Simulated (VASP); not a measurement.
Wanted: the native input for a VASP 6.6.1 run.

| Quantity | Value |
| --- | --- |
| Task | single point |
| Functional | PBEsol |
| Potentials or basis | VASP PAW PBE potentials, release 64 (Li_sv, H, Se) |
| Cutoff | 520 eV |
| k mesh | 6 × 6 × 6 |
| Occupations | gaussian, width 0.02 eV |
| Spin | no spin polarisation |
| Dipole correction | no |
| Further INCAR settings | ALGO = Normal; EDIFF = 1e-07; NBANDS = 16 |

The structure of Li3HSe lies in POSCAR:

```
Li3HSe
1.0
    3.9035902486      0.0000000000      0.0000000000
    0.0000000000      3.9035902486      0.0000000000
    0.0000000000      0.0000000000      3.9035902486
Li H Se
3 1 1
Direct
    0.0000000000      0.5000000000      0.5000000000
    0.5000000000      0.0000000000      0.5000000000
    0.5000000000      0.5000000000      0.0000000000
    0.5000000000      0.5000000000      0.5000000000
    0.0000000000      0.0000000000      0.0000000000
```

The input as run:

INCAR

```
PREC = Accurate
ENCUT = 520
EDIFF = 1E-7
ISMEAR = 0
SIGMA = 0.02
LREAL = F
LASPH = T
NELM = 80
ALGO = Normal
ISIF = 2
LWAVE = F
LCHARG = F
GGA = PS
NBANDS = 16
```

KPOINTS

```
regular mesh
0
Gamma
  6 6 6
```

Potentials or basis: VASP PAW PBE potentials, release 64 (Li_sv, H, Se).

The run is started by

```console
$ cat potpaw_PBE.64/Li_sv/POTCAR potpaw_PBE.64/H/POTCAR potpaw_PBE.64/Se/POTCAR > POTCAR
$ mpirun -np 1 vasp_std > vasp.out
```

Results of the run:

| Property | Result |
| --- | --- |
| Band gap on the k mesh | 3.48 eV (least direct gap 4.03 eV) |

Wall time 46 s on 1 thread of Intel Xeon 8259CL, with other jobs on the host, peak memory 0.17 GiB.
